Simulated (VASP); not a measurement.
Wanted: the native input for a VASP 6.6.1 run.

```yaml
Task: single point
Functional: LDA
Potentials_or_basis: VASP PAW LDA potentials, release 64 (Li_sv, F)
Cutoff: 520 eV
k_mesh: 9 × 9 × 6
Occupations: gaussian, width 0.05 eV
Spin: no spin polarisation
Dipole_correction: no
Further_INCAR_settings: ALGO = Normal; EDIFF = 1e-07; NBANDS = 18
```

The structure of LiF lies in POSCAR:

```
LiF
1.0
    3.0976209951      0.0000000000      0.0000000000
   -1.5488104975      2.6826184730      0.0000000000
    0.0000000000      0.0000000000      4.4580961361
Li F
2 2
Direct
    0.3333333333      0.6666666667      0.3839784076
    0.6666666667      0.3333333333      0.8839784076
    0.3333333333      0.6666666667      0.9910195924
    0.6666666667      0.3333333333      0.4910195924
```

This cell differs from its parent crystal: c/a of the conventional cell at fixed volume 1.4392.

The input as run:

INCAR

```
SYSTEM = LiF
PREC = Accurate
ENCUT = 520
EDIFF = 1E-7
ISMEAR = 0
SIGMA = 0.05
LREAL = .False.
LASPH = .True.
NELM = 80
ALGO = Normal
ISIF = 2
LWAVE = .False.
LCHARG = .False.
NBANDS = 18
```

KPOINTS

```
Automatic mesh
0
Gamma
  9 9 6
  0 0 0
```

Potentials or basis: VASP PAW LDA potentials, release 64 (Li_sv, F).

Command:

```bash
$ cat potpaw_LDA.64/Li_sv/POTCAR potpaw_LDA.64/F/POTCAR > POTCAR
$ mpirun -np 1 vasp_std > vasp.out
```

It gave:

```json
{"Largest force": "0.382 eV/Å", "Band gap on the k mesh": "7.74 eV"}
```

Run time: 41 s on 1 thread of Intel Xeon 8259CL, on a shared host, peak memory 0.15 GiB.
